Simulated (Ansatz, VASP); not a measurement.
**Al in VASP and in Ansatz**

File INCAR:

```
SYSTEM = Al
PREC = Accurate ; ENCUT = 520
EDIFF = 1E-6 ; ISMEAR = 0
SIGMA = 0.15 ; LREAL = .FALSE.
LASPH = .TRUE. ; NELM = 60
ALGO = Normal ; ISIF = 2
LWAVE = .FALSE. ; LCHARG = .TRUE.
GGA = PE ; IVDW = 12
LELF = .TRUE. ; LVHAR = .TRUE.
NBANDS = 14
```

Contents of KPOINTS:

```
regular mesh
0
G
  18 18 6
  0 0 0
```

The input POSCAR:

```
Al
1.0
    2.7763887907      0.0000000000      0.0000000000
   -1.3881943954      2.4044232235      0.0000000000
    0.0000000000      0.0000000000      9.1161656238
Al
4
Direct
    0.0000000000      0.0000000000      0.0000000000
    0.3333333333      0.6666666667      0.2500000000
    0.0000000000      0.0000000000      0.5000000000
    0.6666666667      0.3333333333      0.7500000000
```

Input for Ansatz:

```yaml
crystal:
  lattice:
    - [2.7763887907, 0.0, 0.0]
    - [-1.3881943954, 2.4044232235, 0.0]
    - [0.0, 0.0, 9.1161656238]
  atoms:
    - { symbol: Al, position: [0.0, 0.0, 0.0] }
    - { symbol: Al, position: [0.3333333333, 0.6666666667, 0.25] }
    - { symbol: Al, position: [0.0, 0.0, 0.5] }
    - { symbol: Al, position: [0.6666666667, 0.3333333333, 0.75] }
basis:
  ecutwfc: 420
kpoints:
  mp_grid: { grid: [18, 18, 6] }
hamiltonian:
  xc: pbe
  pseudopotentials: { kind: paw, azcp: { folder: soft_1 } }
  dispersion: d3bj
scf:
  occupations: { method: gaussian, width: 0.15 }
output:
  forces: true
  stress: true
  eigenvalues: true
```

Alike in both runs: task single point; functional PBE; dispersion D3(BJ); k mesh 18 × 18 × 6; occupations gaussian, width 0.15 eV; no spin polarisation.

|  | VASP | Ansatz |
| --- | --- | --- |
| version | VASP 6.6.1 | Ansatz 0.2.0 |
| potentials or method | VASP PAW PBE potentials, release 64 (Al), cutoff 520 eV | scalar-relativistic, plane waves, PAW |
| valence electrons in the cell | 12 | 12 |

|  | VASP | Ansatz | Ansatz less VASP |
| --- | --- | --- | --- |
| gap on the k mesh at the Fermi level (eV) | none | none | - |
| pressure (GPa) | 3.8 | 3.8 | 0.00 |
| traceless stress, the component that is largest in VASP (GPa) | -0.05 | -0.05 | -0.002 |

A gap of «none» marks a metal or a gap that the smearing closes.
